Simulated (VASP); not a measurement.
Here is a VASP 6.6.1 calculation.

File INCAR:

```
ALGO     = Normal         # electronic algorithm
EDIFF    = 1E-6           # SCF threshold, eV
ENCUT    = 500            # plane-wave cutoff, eV
GGA      = PS             # functional
GGA_COMPAT= False        
ISIF     = 2              # what is computed and relaxed
ISMEAR   = -1             # smearing method
LASPH    = True           # aspherical terms in the spheres
LCHARG   = False          # write CHGCAR
LREAL    = False          # projectors in reciprocal space
LWAVE    = False          # write WAVECAR
NBANDS   = 16             # bands
NELM     = 120            # most SCF steps
PREC     = Accurate       # precision mode
SIGMA    = 0.05           # smearing width, eV
```

KPOINTS

```
k-points
0
Gamma
  7 7 7
```

The input POSCAR:

```
CdTe
1.0
    0.0000000000      3.1418429026      3.1418429026
    3.1418429026      0.0000000000      3.1418429026
    3.1418429026      3.1418429026      0.0000000000
Te Cd
1 1
Direct
    0.7500000000      0.7500000000      0.7500000000
    0.0000000000      0.0000000000      0.0000000000
```

Potentials or basis: VASP PAW PBE potentials, release 64 (Te, Cd).

Command:

```sh
$ cat potpaw_PBE.64/Te/POTCAR potpaw_PBE.64/Cd/POTCAR > POTCAR
$ mpirun -np 1 vasp_std > vasp.out
```

Task: Predict the pressure.

Result: 5.3 GPa.

Task: What does it give for the band gap on the k mesh?

Result: 0.94 eV, direct.

Caveat: the PAW data sets were made with another functional, which shifts forces and pressure a little; spin-orbit coupling is left out, which moves the levels of the heavy elements.
